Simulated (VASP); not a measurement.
# ZnB6 (Pm-3m) in VASP: notebook

ZnB6 is run at these levels: PBE; tasks: single point, relaxation of cell and atoms.

Program: VASP 6.6.1. These are calculated values, not measurements. Logs are shortened: lines on timing, memory, paths and dates and some standing lists are left out, and cuts for length are marked.

### Step 1. The cell of the first run

Symmetry: Pm-3m, No. 221, cubic system. Conventional cell: a = 4.132 Å, b = 4.132 Å, c = 4.132 Å, α = 90.00°, β = 90.00°, γ = 90.00°. Zn (site symmetry m-3m) has 24 B at 3.04 Å and 6 Zn at 4.13 Å within 4.2 Å. Within 2.2 Å of B (site symmetry 4mm) lie 5 B at 1.64 to 1.76 Å.

The cell was built from a structure type or drawn by symmetry, and may not be a known phase.

### Step 2. Single point, PBE

File INCAR:

```
PREC = Accurate ; ENCUT = 500
EDIFF = 1E-6 ; ISMEAR = 0
SIGMA = 0.1 ; LREAL = F
LASPH = T ; NELM = 120
ALGO = Normal ; ISIF = 2
LWAVE = F ; LCHARG = T
GGA = PE ; LELF = T
LVHAR = T ; NBANDS = 24
GGA_COMPAT = F
```

File KPOINTS:

```
regular mesh
0
Gamma
  10 10 10
```

File POSCAR:

```
ZnB6
1.0
    4.1324490737      0.0000000000      0.0000000000
    0.0000000000      4.1324490737      0.0000000000
    0.0000000000      0.0000000000      4.1324490737
Zn B
1 6
Direct
    0.0000000000      0.0000000000      0.0000000000
    0.1989694246      0.5000000000      0.5000000000
    0.5000000000      0.8010305754      0.5000000000
    0.5000000000      0.1989694246      0.5000000000
    0.8010305754      0.5000000000      0.5000000000
    0.5000000000      0.5000000000      0.1989694246
    0.5000000000      0.5000000000      0.8010305754
```

Potentials or basis: VASP PAW PBE potentials, release 64 (Zn, B).

On the command line:

```
$ cat potpaw_PBE.64/Zn/POTCAR potpaw_PBE.64/B/POTCAR > POTCAR
$ mpirun -np 1 vasp_std > vasp.out
```

OUTCAR:

```text
PREC = Accurate
   ENCUT = 500
   EDIFF = 1E-6
   ISMEAR = 0
   LREAL = F
   LASPH = T
   NELM = 120
   ISIF = 2
   GGA = PE

 ion  position               nearest neighbor table
   1  0.000  0.000  0.000-
   2  0.199  0.500  0.500-   5 1.64   4 1.76   3 1.76   6 1.76   7 1.76
   3  0.500  0.801  0.500-   4 1.64   2 1.76   5 1.76   6 1.76   7 1.76
   4  0.500  0.199  0.500-   3 1.64   2 1.76   5 1.76   6 1.76   7 1.76
   5  0.801  0.500  0.500-   2 1.64   3 1.76   4 1.76   6 1.76   7 1.76
   6  0.500  0.500  0.199-   7 1.64   3 1.76   4 1.76   5 1.76   2 1.76
   7  0.500  0.500  0.801-   6 1.64   3 1.76   4 1.76   5 1.76   2 1.76

  LATTYP: Found a simple cubic cell.
 ALAT       =     4.1324490737

  Lattice vectors:

 A1 = (   4.1324490737,   0.0000000000,   0.0000000000)
 A2 = (   0.0000000000,   4.1324490737,   0.0000000000)
 A3 = (   0.0000000000,   0.0000000000,   4.1324490737)

Analysis of symmetry for initial positions (statically):
=====================================================================
 Subroutine PRICEL returns:
 Original cell was already a primitive cell.

 Routine SETGRP: Setting up the symmetry group for a
 simple cubic supercell.

 Subroutine GETGRP returns: Found 48 space group operations
 (whereof 48 operations were pure point group operations)
 out of a pool of 48 trial point group operations.

The static configuration has the point symmetry O_h .

Analysis of symmetry for dynamics (positions and initial velocities):
=====================================================================
 Subroutine PRICEL returns:
 Original cell was already a primitive cell.

 Routine SETGRP: Setting up the symmetry group for a
 simple cubic supercell.

 Subroutine GETGRP returns: Found 48 space group operations
 (whereof 48 operations were pure point group operations)
 out of a pool of 48 trial point group operations.

The dynamic configuration has the point symmetry O_h .

 Subroutine INISYM returns: Found 48 space group operations
 (whereof 48 operations are pure point group operations),
 and found     1 'primitive' translations

----------------------------------------------------------------------------------------

                                     Primitive cell

  volume of cell :      70.5704

  direct lattice vectors                    reciprocal lattice vectors
     4.132449074  0.000000000  0.000000000     0.241987253  0.000000000  0.000000000
     0.000000000  4.132449074  0.000000000     0.000000000  0.241987253  0.000000000
     0.000000000  0.000000000  4.132449074     0.000000000  0.000000000  0.241987253

  length of vectors
     4.132449074  4.132449074  4.132449074     0.241987253  0.241987253  0.241987253

  position of ions in fractional coordinates (direct lattice)
     0.000000000  0.000000000  0.000000000
     0.198969425  0.500000000  0.500000000
     0.500000000  0.801030575  0.500000000
     0.500000000  0.198969425  0.500000000
     0.801030575  0.500000000  0.500000000
     0.500000000  0.500000000  0.198969425
     0.500000000  0.500000000  0.801030575

  ion indices of the primitive-cell ions
   primitive index   ion index
                 1           1
                 2           2
                 3           3
                 4           4
                 5           5
                 6           6
                 7           7

----------------------------------------------------------------------------------------

 KPOINTS: regular mesh

Automatic generation of k-mesh.
 Grid dimensions read from file:
 generate k-points for:   10   10   10

 Generating k-lattice:

  Cartesian coordinates                     Fractional coordinates (reciprocal lattice)
     0.024198725  0.000000000  0.000000000     0.100000000  0.000000000  0.000000000
     0.000000000  0.024198725  0.000000000     0.000000000  0.100000000  0.000000000
     0.000000000  0.000000000  0.024198725     0.000000000  0.000000000  0.100000000

  Length of vectors
     0.024198725  0.024198725  0.024198725

  Shift w.r.t. Gamma in fractional coordinates (k-lattice)
     0.000000000  0.000000000  0.000000000

 Subroutine IBZKPT returns following result:
 ===========================================

 Found     56 irreducible k-points:

 Following reciprocal coordinates:
            Coordinates               Weight
  0.000000  0.000000  0.000000      1.000000
  0.100000  0.000000  0.000000      6.000000
  0.200000  0.000000  0.000000      6.000000
  0.300000  0.000000  0.000000      6.000000
  0.400000  0.000000  0.000000      6.000000
  0.500000  0.000000  0.000000      3.000000
[... 16 lines left out ...]
  0.200000  0.100000  0.100000     24.000000
  0.300000  0.100000  0.100000     24.000000
 [... further k-points ...]
   k-points           NKPTS =     56   k-points in BZ     NKDIM =     56   number of bands    NBANDS=     24
   number of dos      NEDOS =    301   number of ions     NIONS =      7
   total plane-waves  NPLWV =  27000
   dimension x,y,z NGX =    30 NGY =   30 NGZ =   30
   dimension x,y,z NGXF=    60 NGYF=   60 NGZF=   60
   ions per type =               1   6
   NGX,Y,Z   is equivalent  to a cutoff of  12.07, 12.07, 12.07 a.u.
   NGXF,Y,Z  is equivalent  to a cutoff of  24.14, 24.14, 24.14 a.u.
 SYSTEM =  unknown system
   PREC   = accura    normal or accurate (medium, high low for compatibility)
   ISTART =      0    job   : 0-new  1-cont  2-samecut
   ICHARG =      2    charge: 1-file 2-atom 10-const
   ISPIN  =      1    spin polarized calculation?
   LNONCOLLINEAR =      F non collinear calculations
   LSORBIT =      F    spin-orbit coupling
   LASPH  =      T    aspherical Exc in radial PAW
   ENCUT  =  500.0 eV  36.75 Ry    6.06 a.u.   7.53  7.53  7.53*2*pi/ulx,y,z
   NELM   =    120;   NELMIN=  2; NELMDL= -5     # of ELM steps
   EDIFF  = 0.1E-05   stopping-criterion for ELM
   LREAL  =      F    real-space projection
   EDIFFG = 0.1E-04   stopping-criterion for IOM
   NSW    =      0    number of steps for IOM
   IBRION =     -1    ionic relax: 0-MD 1-quasi-New 2-CG
   NFREE  =      0    steps in history (QN), initial steepest desc. (CG)
   ISIF   =      2    stress and relaxation
   ISYM   =      2    0-nonsym 1-usesym 2-fastsym
   POTIM  = 0.5000    time-step for ionic-motion
   TEBEG  =    0.0;   TEEND  =   0.0 temperature during run
   PSTRESS=    0.0 pullay stress
   NELECT =      30.0000    total number of electrons
   NUPDOWN=      -1.0000    fix difference up-down
   EMIN   =  10.00;   EMAX   =-10.00  energy-range for DOS
   EFERMI =   0.00;   METHOD = LEGACY
   ISMEAR =     0;   SIGMA  =   0.10  broadening in eV -4-tet -1-fermi 0-gaus
   EFERMI_NEDOS =   21; number of points for ismear=-14 and -15
   IALGO  =     38    algorithm
   IMIX   =      4    mixing-type and parameters
     AMIX     =   0.40;   BMIX     =  1.00
     AMIX_MAG =   1.60;   BMIX_MAG =  1.00
  volume/ion in A,a.u.               =      10.08        68.03
  Fermi-wavevector in a.u.,A,eV,Ry     =   1.230952  2.326162 20.616126  1.515243
  Thomas-Fermi vector in A             =   2.365780
   LORBIT       =      0    0 simple, 1 ext, 2 COOP (PROOUT), +10 PAW based schemes
   GGA     = PE    functional components
   LHFCALC =     F    Hartree Fock is set to
   AEXX    =    0.0000 exact exchange contribution
   IVDW    =     0    specifies the selected vdW correction
   LEPSILON=     F    determine dielectric tensor
   LRPA    =     F    only Hartree local field effects (RPA)
 non-spin polarized calculation
 Gauss-broadening in eV      SIGMA  =   0.10
  energy-cutoff  :      500.00
  volume of cell :       70.57
 maximum number of plane-waves:      1856
   NGX = 15   NGY = 15   NGZ = 15

 number of electron      29.9999955 magnetization

 Free energy of the ion-electron system (eV)
  ---------------------------------------------------
  ext. energy  EPLUGINS =         0.00000000
  ---------------------------------------------------
  free energy    TOTEN  =       -38.85944086 eV

  energy without entropy =      -38.85473714  energy(sigma->0) =      -38.85708900

 E-fermi :   3.2212     XC(G=0): -10.6035

 val. band max:        3.1606923421   @ k =   0.5000   0.1000   0.1000
 cond. band min:       3.2481381865   @ k =   0.3000   0.1000   0.0000
 fundamental gap:      0.0874458443
 Fermi energy:         3.2211595409

 k-point     1 :       0.0000    0.0000    0.0000
  band No.  band energies     occupation
      1     -10.9859      2.00000
      2      -3.9321      2.00000
      3      -3.9321      2.00000
      4      -3.8450      2.00000
      5      -3.7959      2.00000
      6      -3.7959      2.00000
[... 16 lines left out ...]
     23      11.9075      0.00000
     24      11.9075      0.00000

 k-point     2 :       0.1000    0.0000    0.0000
  band No.  band energies     occupation
      1     -10.9537      2.00000
      2      -4.2981      2.00000
      3      -3.9248      2.00000
      4      -3.9026      2.00000
      5      -3.8246      2.00000
      6      -3.8246      2.00000
[... 16 lines left out ...]
     23      12.0582      0.00000
     24      12.2453      0.00000

 k-point     3 :       0.2000    0.0000    0.0000
  band No.  band energies     occupation
      1     -10.8649      2.00000
      2      -5.0094      2.00000
      3      -3.9055      2.00000
      4      -3.8813      2.00000
      5      -3.8813      2.00000
      6      -3.8582      2.00000
[... 16 lines left out ...]
     23      12.3292      0.00000
     24      13.1274      0.00000

 k-point     4 :       0.3000    0.0000    0.0000
  band No.  band energies     occupation
      1     -10.7449      2.00000
      2      -5.6407      2.00000
      3      -3.9318      2.00000
      4      -3.9318      2.00000
      5      -3.8815      2.00000
      6      -3.8021      2.00000
[... 16 lines left out ...]
     23      12.1782      0.00000
     24      14.0266      0.00000

 k-point     5 :       0.4000    0.0000    0.0000
  band No.  band energies     occupation
      1     -10.6373      2.00000
      2      -6.0714      2.00000
      3      -3.9639      2.00000
      4      -3.9639      2.00000
      5      -3.8620      2.00000
      6      -3.7858      2.00000
[... 16 lines left out ...]
     23      11.5825      0.00000
     24      13.7708      0.00000

 k-point     6 :       0.5000    0.0000    0.0000
  band No.  band energies     occupation
      1     -10.5932      2.00000
      2      -6.2253      2.00000
      3      -3.9748      2.00000
      4      -3.9748      2.00000
      5      -3.8545      2.00000
      6      -3.7848      2.00000
[... 16 lines left out ...]
     23      11.2842      0.00000
     24      13.6886      0.00000
[... 379 lines left out ...]
 k-point    21 :       0.5000    0.5000    0.0000
  band No.  band energies     occupation
      1     -10.2943      2.00000
      2      -5.4116      2.00000
      3      -5.4116      2.00000
      4      -3.9200      2.00000
      5      -3.8818      2.00000
      6      -3.8543      2.00000
[... 16 lines left out ...]
     23      11.6036      0.00000
     24      12.7606      0.00000

 k-point    22 :       0.1000    0.1000    0.1000
  band No.  band energies     occupation
      1     -10.8906      2.00000
      2      -4.5101      2.00000
      3      -4.0357      2.00000
      4      -4.0357      2.00000
      5      -3.8231      2.00000
      6      -3.8231      2.00000
[... 16 lines left out ...]
     23      12.6005      0.00000
     24      12.6005      0.00000

 k-point    23 :       0.2000    0.1000    0.1000
  band No.  band energies     occupation
      1     -10.8045      2.00000
      2      -4.9723      2.00000
      3      -4.0892      2.00000
      4      -4.0370      2.00000
      5      -3.8514      2.00000
      6      -3.8136      2.00000
[... 16 lines left out ...]
     23      12.7380      0.00000
     24      13.4351      0.00000

 k-point    24 :       0.3000    0.1000    0.1000
  band No.  band energies     occupation
      1     -10.6885      2.00000
      2      -5.5501      2.00000
      3      -4.0465      2.00000
      4      -4.0148      2.00000
      5      -3.8581      2.00000
      6      -3.8170      2.00000
[... 16 lines left out ...]
     23      12.4223      0.00000
     24      13.5590      0.00000

 [... further k-points ...]
[... 5 lines left out ...]
  --------------------------------------------------------------------------------------
  -------------------------------------------------------------------------------------
  Total        0.0365418      0.0365418      0.0365418     -0.0000000      0.0000000     -0.0000000
  in kB        0.8296169      0.8296169      0.8296169     -0.0000000      0.0000000     -0.0000000
  external PRESSURE =       0.8296169 kB  Pullay stress =       0.0000000 kB

 VOLUME and BASIS-vectors are now :
 -----------------------------------------------------------------------------
  energy-cutoff  :      500.00
  volume of cell :       70.57
      direct lattice vectors                 reciprocal lattice vectors
     4.132449074  0.000000000  0.000000000     0.241987253  0.000000000  0.000000000
     0.000000000  4.132449074  0.000000000     0.000000000  0.241987253  0.000000000
     0.000000000  0.000000000  4.132449074     0.000000000  0.000000000  0.241987253

 POSITION                                       TOTAL-FORCE (eV/Angst)
 -----------------------------------------------------------------------------------
      0.00000      0.00000      0.00000         0.000000      0.000000      0.000000
      0.82223      2.06622      2.06622        -0.018235      0.000000      0.000000
      2.06622      3.31022      2.06622         0.000000      0.018235      0.000000
      2.06622      0.82223      2.06622         0.000000     -0.018235      0.000000
      3.31022      2.06622      2.06622         0.018235     -0.000000      0.000000
      2.06622      2.06622      0.82223         0.000000      0.000000     -0.018235
      2.06622      2.06622      3.31022        -0.000000      0.000000      0.018235
 -----------------------------------------------------------------------------------
    total drift:                                0.000000      0.000000      0.000000

  FREE ENERGIE OF THE ION-ELECTRON SYSTEM (eV)
  ---------------------------------------------------
  free  energy   TOTEN  =       -38.8594408579 eV

  energy  without entropy=      -38.8547371444  energy(sigma->0) =      -38.85708900
```

Wall time 86 s (1 thread of Intel Xeon Platinum 8175M at 2.50GHz (Skylake/Cascade Lake), shared host); peak memory 0.22 GiB.

What came out:

```yaml
Free_energy: -38.8594 eV
Pressure: 0.1 GPa
Largest_force: 0.018 eV/Å
Band_gap_on_the_k_mesh: zero (bands 15 and 16 overlap by 1.39 eV)
```

Forces on the atoms (eV/Å):
```
Zn   0.000  0.000  0.000
B   -0.018  0.000  0.000
B    0.000  0.018  0.000
B    0.000 -0.018  0.000
B    0.018  0.000  0.000
B    0.000  0.000 -0.018
B    0.000  0.000  0.018
```

### Step 3. Relaxation of cell and atoms, PBE

File INCAR:

```
SYSTEM = ZnB6
ALGO = Normal
EDIFF = 1E-7
EDIFFG = -0.01
ENCUT = 500
GGA = PE
GGA_COMPAT = .FALSE.
IBRION = 2
ISIF = 3
ISMEAR = 0
LASPH = .TRUE.
LCHARG = .FALSE.
LREAL = .FALSE.
LWAVE = .FALSE.
NELM = 120
NELMIN = 4
NSW = 100
PREC = Accurate
SIGMA = 0.1
```

File KPOINTS:

```
k-points
0
G
  10 10 10
  0 0 0
```

File POSCAR:

```
ZnB6
1.0
    4.1306610108      0.0000000000      0.0000000000
    0.0000000000      4.1306610108      0.0000000000
    0.0000000000      0.0000000000      4.1306610108
Zn B
1 6
Direct
    0.0000000000      0.0000000000      0.0000000000
    0.1988703197      0.5000000000      0.5000000000
    0.5000000000      0.8011296803      0.5000000000
    0.5000000000      0.1988703197      0.5000000000
    0.8011296803      0.5000000000      0.5000000000
    0.5000000000      0.5000000000      0.1988703197
    0.5000000000      0.5000000000      0.8011296803
```

Potentials or basis: VASP PAW PBE potentials, release 64 (Zn, B).

On the command line:

```
$ cat potpaw_PBE.64/Zn/POTCAR potpaw_PBE.64/B/POTCAR > POTCAR
$ mpirun -np 1 vasp_std > vasp.out
```

Wall time 1.8 min (1 thread of Intel Xeon Platinum 8175M at 2.50GHz (Skylake/Cascade Lake), shared host); peak memory 0.21 GiB.

Results (log left out):

* Free energy: -38.8594 eV
* Relaxed volume: 10.09 Å³/atom
* Relaxed cell: a = 4.134 Å, b = 4.134 Å, c = 4.134 Å, α = 90.00°, β = 90.00°, γ = 90.00°
* Space group after relaxing (to 0.1 Å): Pm-3m (No. 221)
* Energy gained by relaxing: 0.0 meV/atom
* Ionic steps: 2
* Pressure after relaxing: -0.1 GPa
* Largest force after relaxing: 0.009 eV/Å
* Band gap on the k mesh: zero (bands 15 and 16 overlap by 1.39 eV)

Forces in eV/Å, atoms in the order of the input:
```
Zn   0.000  0.000  0.000
B   -0.009  0.000  0.000
B    0.000  0.009  0.000
B    0.000 -0.009  0.000
B    0.009  0.000  0.000
B    0.000  0.000 -0.009
B    0.000  0.000  0.009
```

Final structure:
```yaml
crystal:
  lattice:
    - [4.13377, 0.00000, 0.00000]
    - [0.00000, 4.13377, 0.00000]
    - [0.00000, 0.00000, 4.13377]
  atoms:
    - { symbol: Zn, position: [0.00000, 0.00000, 0.00000] }
    - { symbol: B, position: [0.19895, 0.50000, 0.50000] }
    - { symbol: B, position: [0.50000, 0.80105, 0.50000] }
    - { symbol: B, position: [0.50000, 0.19895, 0.50000] }
    - { symbol: B, position: [0.80105, 0.50000, 0.50000] }
    - { symbol: B, position: [0.50000, 0.50000, 0.19895] }
    - { symbol: B, position: [0.50000, 0.50000, 0.80105] }
```

Levels at points of the mesh, in eV from the Fermi level:
| k point | band 12 | band 13 | band 14 | band 15 | band 16 | band 17 | band 18 | band 19 |
| --- | --- | --- | --- | --- | --- | --- | --- | --- |
| (0.00, 0.00, 0.00) | -4.65 | 0.45 | 0.46 | 0.46 | 0.46 | 3.31 | 3.31 | 3.31 |
| (0.50, 0.00, 0.00) | -2.26 | -2.26 | -1.55 | -0.50 | 0.54 | 1.91 | 5.11 | 5.11 |
| (0.50, 0.50, 0.00) | -1.73 | -1.73 | -1.22 | -1.22 | 1.45 | 2.57 | 2.57 | 4.79 |
| (0.50, 0.50, 0.50) | -4.49 | -1.76 | -0.82 | -0.82 | -0.82 | 6.53 | 7.10 | 7.10 |
